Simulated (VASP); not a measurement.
# SnSe (Imm2) in VASP: single point with PBEsol

Aim: the single point of SnSe with PBEsol.

All numbers are computed with VASP 6.6.1; they aren't measurements. Logs are shortened: lines on timing, memory, paths and dates and some standing lists are left out, and cuts for length are marked.

## Step 1: The cell of the first run

It takes space group Imm2 (No. 44, orthorhombic). The conventional cell has a = 4.257 Å, b = 6.020 Å, c = 4.257 Å, α = 90.00°, β = 90.00°, γ = 90.00°. Within 3.8 Å of Sn (site symmetry mm2) lie 6 Se at 2.87 to 3.15 Å. Within 3.8 Å of Se (site symmetry mm2) lie 6 Sn at 2.87 to 3.15 Å.

## Step 2: Single point, PBEsol (atom 1 (Sn) moved by (-0.200, +0.000) A along [1 1 0] and z)

The input, INCAR:

```
SYSTEM = SnSe
PREC = Accurate ; ENCUT = 520
EDIFF = 1E-6 ; ISMEAR = 0
SIGMA = 0.05 ; LREAL = .False.
LASPH = .True. ; NELM = 60
ALGO = Normal ; ISIF = 2
LWAVE = .False. ; LCHARG = .False.
GGA = PS ; NBANDS = 17
```

The input, KPOINTS:

```
regular mesh
0
Gamma
  8 8 8
  0 0 0
```

The input, POSCAR:

```
SnSe
1.0
    0.0000000000      3.0100000000      3.0100000000
    3.0100000000      0.0000000000      3.0100000000
    3.0100000000      3.0100000000      0.0000000000
Sn Se
1 1
Direct
    0.0000000000      0.0000000000     -0.0469838393
    0.5000000000      0.5000000000      0.5000000000
```

Potentials or basis: VASP PAW PBE potentials, release 64 (Sn_d, Se).

Command:

```bash
$ cat potpaw_PBE.64/Sn_d/POTCAR potpaw_PBE.64/Se/POTCAR > POTCAR
$ mpirun -np 1 vasp_std > vasp.out
```

OUTCAR:

```text
SYSTEM = SnSe
   PREC = Accurate
   ENCUT = 520
   EDIFF = 1E-6
   ISMEAR = 0
   LREAL = .False.
   LASPH = .True.
   NELM = 60
   ISIF = 2
   GGA = PS

 ion  position               nearest neighbor table
   1  0.000  0.000  0.953-   2 2.87   2 2.87   2 3.02   2 3.02   2 3.15   2 3.15
   2  0.500  0.500  0.500-   1 2.87   1 2.87   1 3.02   1 3.02   1 3.15   1 3.15

  LATTYP: Found a face centered cubic cell.
 ALAT       =     6.0200000000

  Lattice vectors:

 A1 = (   0.0000000000,   3.0100000000,   3.0100000000)
 A2 = (   3.0100000000,   0.0000000000,   3.0100000000)
 A3 = (   3.0100000000,   3.0100000000,   0.0000000000)

Analysis of symmetry for initial positions (statically):
=====================================================================
 Subroutine PRICEL returns:
 Original cell was already a primitive cell.

 Routine SETGRP: Setting up the symmetry group for a
 face centered cubic supercell.

 Subroutine GETGRP returns: Found  4 space group operations
 (whereof  4 operations were pure point group operations)
 out of a pool of 48 trial point group operations.

The static configuration has the point symmetry C_2v.

Analysis of symmetry for dynamics (positions and initial velocities):
=====================================================================
 Subroutine PRICEL returns:
 Original cell was already a primitive cell.

 Routine SETGRP: Setting up the symmetry group for a
 face centered cubic supercell.

 Subroutine GETGRP returns: Found  4 space group operations
 (whereof  4 operations were pure point group operations)
 out of a pool of 48 trial point group operations.

The dynamic configuration has the point symmetry C_2v.

 Subroutine INISYM returns: Found  4 space group operations
 (whereof  4 operations are pure point group operations),
 and found     1 'primitive' translations

----------------------------------------------------------------------------------------

                                     Primitive cell

  volume of cell :      54.5418

  direct lattice vectors                    reciprocal lattice vectors
     0.000000000  3.010000000  3.010000000    -0.166112957  0.166112957  0.166112957
     3.010000000  0.000000000  3.010000000     0.166112957 -0.166112957  0.166112957
     3.010000000  3.010000000  0.000000000     0.166112957  0.166112957 -0.166112957

  length of vectors
     4.256782823  4.256782823  4.256782823     0.287716081  0.287716081  0.287716081

  position of ions in fractional coordinates (direct lattice)
     0.000000000  0.000000000  0.953016161
     0.500000000  0.500000000  0.500000000

  ion indices of the primitive-cell ions
   primitive index   ion index
                 1           1
                 2           2

----------------------------------------------------------------------------------------

 KPOINTS: regular mesh

Automatic generation of k-mesh.
 Grid dimensions read from file:
 generate k-points for:    8    8    8

 Generating k-lattice:

  Cartesian coordinates                     Fractional coordinates (reciprocal lattice)
    -0.020764120  0.020764120  0.020764120     0.125000000  0.000000000  0.000000000
     0.020764120 -0.020764120  0.020764120     0.000000000  0.125000000  0.000000000
     0.020764120  0.020764120 -0.020764120     0.000000000  0.000000000  0.125000000

  Length of vectors
     0.035964510  0.035964510  0.035964510

  Shift w.r.t. Gamma in fractional coordinates (k-lattice)
     0.000000000  0.000000000  0.000000000

 Subroutine IBZKPT returns following result:
 ===========================================

 Found     95 irreducible k-points:

 Following reciprocal coordinates:
            Coordinates               Weight
  0.000000  0.000000  0.000000      1.000000
  0.125000  0.000000  0.000000      4.000000
  0.000000  0.000000  0.125000      4.000000
  0.250000  0.000000  0.000000      4.000000
  0.000000  0.000000  0.250000      4.000000
  0.375000  0.000000  0.000000      4.000000
[... 16 lines left out ...]
  0.125000  0.125000 -0.375000      4.000000
 -0.375000  0.125000  0.000000      4.000000
 [... further k-points ...]
   k-points           NKPTS =     95   k-points in BZ     NKDIM =     95   number of bands    NBANDS=     17
   number of dos      NEDOS =    301   number of ions     NIONS =      2
   total plane-waves  NPLWV =  32768
   dimension x,y,z NGX =    32 NGY =   32 NGZ =   32
   dimension x,y,z NGXF=    64 NGYF=   64 NGZF=   64
   ions per type =               1   1
   NGX,Y,Z   is equivalent  to a cutoff of  12.50, 12.50, 12.50 a.u.
   NGXF,Y,Z  is equivalent  to a cutoff of  24.99, 24.99, 24.99 a.u.
 SYSTEM =  SnSe
   PREC   = accura    normal or accurate (medium, high low for compatibility)
   ISTART =      0    job   : 0-new  1-cont  2-samecut
   ICHARG =      2    charge: 1-file 2-atom 10-const
   ISPIN  =      1    spin polarized calculation?
   LNONCOLLINEAR =      F non collinear calculations
   LSORBIT =      F    spin-orbit coupling
   LASPH  =      T    aspherical Exc in radial PAW
   ENCUT  =  520.0 eV  38.22 Ry    6.18 a.u.   7.91  7.91  7.91*2*pi/ulx,y,z
   NELM   =     60;   NELMIN=  2; NELMDL= -5     # of ELM steps
   EDIFF  = 0.1E-05   stopping-criterion for ELM
   LREAL  =      F    real-space projection
   EDIFFG = 0.1E-04   stopping-criterion for IOM
   NSW    =      0    number of steps for IOM
   IBRION =     -1    ionic relax: 0-MD 1-quasi-New 2-CG
   NFREE  =      0    steps in history (QN), initial steepest desc. (CG)
   ISIF   =      2    stress and relaxation
   ISYM   =      2    0-nonsym 1-usesym 2-fastsym
   POTIM  = 0.5000    time-step for ionic-motion
   TEBEG  =    0.0;   TEEND  =   0.0 temperature during run
   PSTRESS=    0.0 pullay stress
   NELECT =      20.0000    total number of electrons
   NUPDOWN=      -1.0000    fix difference up-down
   EMIN   =  10.00;   EMAX   =-10.00  energy-range for DOS
   EFERMI =   0.00;   METHOD = LEGACY
   ISMEAR =     0;   SIGMA  =   0.05  broadening in eV -4-tet -1-fermi 0-gaus
   EFERMI_NEDOS =   21; number of points for ismear=-14 and -15
   IALGO  =     38    algorithm
   IMIX   =      4    mixing-type and parameters
     AMIX     =   0.40;   BMIX     =  1.00
     AMIX_MAG =   1.60;   BMIX_MAG =  1.00
  volume/ion in A,a.u.               =      27.27       184.03
  Fermi-wavevector in a.u.,A,eV,Ry     =   1.171768  2.214321 18.681350  1.373040
  Thomas-Fermi vector in A             =   2.308207
   LORBIT       =      0    0 simple, 1 ext, 2 COOP (PROOUT), +10 PAW based schemes
   GGA     = PS    functional components
   LHFCALC =     F    Hartree Fock is set to
   AEXX    =    0.0000 exact exchange contribution
   IVDW    =     0    specifies the selected vdW correction
   LEPSILON=     F    determine dielectric tensor
   LRPA    =     F    only Hartree local field effects (RPA)
 non-spin polarized calculation
 Gauss-broadening in eV      SIGMA  =   0.05
  energy-cutoff  :      520.00
  volume of cell :       54.54
 maximum number of plane-waves:      1480
   NGX = 15   NGY = 15   NGZ = 15

 number of electron      20.0000005 magnetization

 Free energy of the ion-electron system (eV)
  ---------------------------------------------------
  ext. energy  EPLUGINS =         0.00000000
  ---------------------------------------------------
  free energy    TOTEN  =        -8.96951754 eV

  energy without entropy =       -8.96951754  energy(sigma->0) =       -8.96951754

 E-fermi :   5.6515     XC(G=0):  -9.7681

 val. band max:        5.4067046975   @ k =   0.5000   0.0000   0.0000
 cond. band min:       5.9809334883   @ k =   0.5000   0.0000   0.0000
 fundamental gap:      0.5742287908
 Fermi energy:         5.6514693940

 k-point     1 :       0.0000    0.0000    0.0000
  band No.  band energies     occupation
      1     -16.0164      2.00000
      2     -16.0147      2.00000
      3     -16.0146      2.00000
      4     -16.0136      2.00000
      5     -16.0108      2.00000
      6      -8.4836      2.00000
[... 9 lines left out ...]
     16      11.5512      0.00000
     17      13.4680      0.00000

 k-point     2 :       0.1250    0.0000    0.0000
  band No.  band energies     occupation
      1     -16.0170      2.00000
      2     -16.0153      2.00000
      3     -16.0138      2.00000
      4     -16.0124      2.00000
      5     -16.0096      2.00000
      6      -8.3727      2.00000
[... 9 lines left out ...]
     16      11.7516      0.00000
     17      14.5376      0.00000

 k-point     3 :       0.0000    0.0000    0.1250
  band No.  band energies     occupation
      1     -16.0175      2.00000
      2     -16.0151      2.00000
      3     -16.0138      2.00000
      4     -16.0124      2.00000
      5     -16.0093      2.00000
      6      -8.3751      2.00000
[... 9 lines left out ...]
     16      11.7579      0.00000
     17      14.5789      0.00000

 k-point     4 :       0.2500    0.0000    0.0000
  band No.  band energies     occupation
      1     -16.0195      2.00000
      2     -16.0186      2.00000
      3     -16.0124      2.00000
      4     -16.0077      2.00000
      5     -16.0058      2.00000
      6      -8.0738      2.00000
[... 9 lines left out ...]
     16      12.5844      0.00000
     17      16.6285      0.00000
[... 343 lines left out ...]
      1     -16.0257      2.00000
      2     -16.0208      2.00000
      3     -16.0108      2.00000
      4     -16.0027      2.00000
      5     -15.9983      2.00000
      6      -7.5225      2.00000
[... 9 lines left out ...]
     16      15.7092      0.00000
     17      15.9753      0.00000

 k-point    23 :       0.1250    0.1250   -0.3750
  band No.  band energies     occupation
      1     -16.0273      2.00000
      2     -16.0193      2.00000
      3     -16.0099      2.00000
      4     -16.0012      2.00000
      5     -16.0007      2.00000
      6      -7.5244      2.00000
[... 9 lines left out ...]
     16      15.6624      0.00000
     17      15.9101      0.00000

 k-point    24 :      -0.3750    0.1250    0.0000
  band No.  band energies     occupation
      1     -16.0250      2.00000
      2     -16.0204      2.00000
      3     -16.0105      2.00000
      4     -16.0028      2.00000
      5     -16.0003      2.00000
      6      -7.5562      2.00000
[... 9 lines left out ...]
     16      14.8347      0.00000
     17      16.1238      0.00000

 [... further k-points ...]

------------------------ aborting loop because EDIFF is reached ----------------------------------------

  FORCE on cell =-STRESS in cart. coord.  units (eV):
  Direction    XX          YY          ZZ          XY          YZ          ZX
  --------------------------------------------------------------------------------------
  -------------------------------------------------------------------------------------
  Total       -0.3853402     -0.3853402     -0.5808991      0.0844567      0.0000000      0.0000000
  in kB      -11.3194528    -11.3194528    -17.0640388      2.4809335      0.0000000      0.0000000
  external PRESSURE =     -13.2343148 kB  Pullay stress =       0.0000000 kB

 VOLUME and BASIS-vectors are now :
 -----------------------------------------------------------------------------
  energy-cutoff  :      520.00
  volume of cell :       54.54
      direct lattice vectors                 reciprocal lattice vectors
     0.000000000  3.010000000  3.010000000    -0.166112957  0.166112957  0.166112957
     3.010000000  0.000000000  3.010000000     0.166112957 -0.166112957  0.166112957
     3.010000000  3.010000000  0.000000000     0.166112957  0.166112957 -0.166112957

 POSITION                                       TOTAL-FORCE (eV/Angst)
 -----------------------------------------------------------------------------------
      2.86858      2.86858      0.00000         0.063767      0.063767      0.000000
      3.01000      3.01000      3.01000        -0.063767     -0.063767      0.000000
 -----------------------------------------------------------------------------------
    total drift:                                0.000367      0.000367     -0.000000

  FREE ENERGIE OF THE ION-ELECTRON SYSTEM (eV)
  ---------------------------------------------------
  free  energy   TOTEN  =        -8.9695175386 eV

  energy  without entropy=       -8.9695175386  energy(sigma->0) =       -8.96951754
```

Wall time 42 s (1 thread of Intel Xeon Platinum 8375C at 2.90GHz (Ice Lake), shared host); peak memory 0.24 GiB.

What came out:

```yaml
Free_energy: -8.9695 eV
Pressure: -1.3 GPa
Largest_force: 0.090 eV/Å
Band_gap_on_the_k_mesh: 0.57 eV, direct
```

Forces on the atoms (eV/Å):
```
Sn   0.064  0.064  0.000
Se  -0.064 -0.064  0.000
```

Caveat: the cell differs from its parent crystal (atom 1 (Sn) moved by (-0.200, +0.000) A along [1 1 0] and z); the PAW data sets were made with another functional, which shifts forces and pressure a little; spin-orbit coupling is left out, which moves the levels of the heavy elements.
